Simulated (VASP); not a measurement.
Write the native input for VASP 6.6.1 that does the following.

```yaml
Task: single point
Functional: PBE
Potentials_or_basis: VASP PAW PBE potentials, release 64 (Pd)
Cutoff: 520 eV
k_mesh: 49 × 49 × 49
Occupations: fermi-dirac, width 0.0612256 eV
Spin: no spin polarisation
Dipole_correction: no
Further_INCAR_settings: ALGO = Normal; EDIFF = 1e-06; NBANDS = 11
```

The structure of Pd lies in POSCAR:

```
Pd
1.0
   -1.5791125177      1.5791125177      1.5791125177
    1.5791125177     -1.5791125177      1.5791125177
    1.5791125177      1.5791125177     -1.5791125177
Pd
1
Direct
    0.0000000000      0.0000000000      0.0000000000
```

This isn't the form of Pd at room conditions, which is fcc.

The input as run:

INCAR

```
  PREC = Accurate
  ENCUT = 520
  EDIFF = 1E-6
  ISMEAR = -1
  SIGMA = 0.06122561905347299
  LREAL = False
  LASPH = True
  NELM = 60
  ALGO = Normal
  ISIF = 2
  LWAVE = False
  LCHARG = True
  GGA = PE
  LELF = True
  LVHAR = True
  NBANDS = 11
```

KPOINTS

```
regular mesh
0
Gamma
  49 49 49
```

Potentials or basis: VASP PAW PBE potentials, release 64 (Pd).

The run is started by

```sh
$ cat potpaw_PBE.64/Pd/POTCAR > POTCAR
$ mpirun -np 1 vasp_std > vasp.out
```

It gave:

The pressure is -3.2 GPa and the band gap on the k mesh is zero (bands 5 and 6 overlap by 1.50 eV).

Caveat: the cell stands under tension.

Run time: 2.8 min on 1 thread of AMD EPYC 9R45 96-Core Processor (Zen 5), with other jobs on the host, peak memory 0.54 GiB.
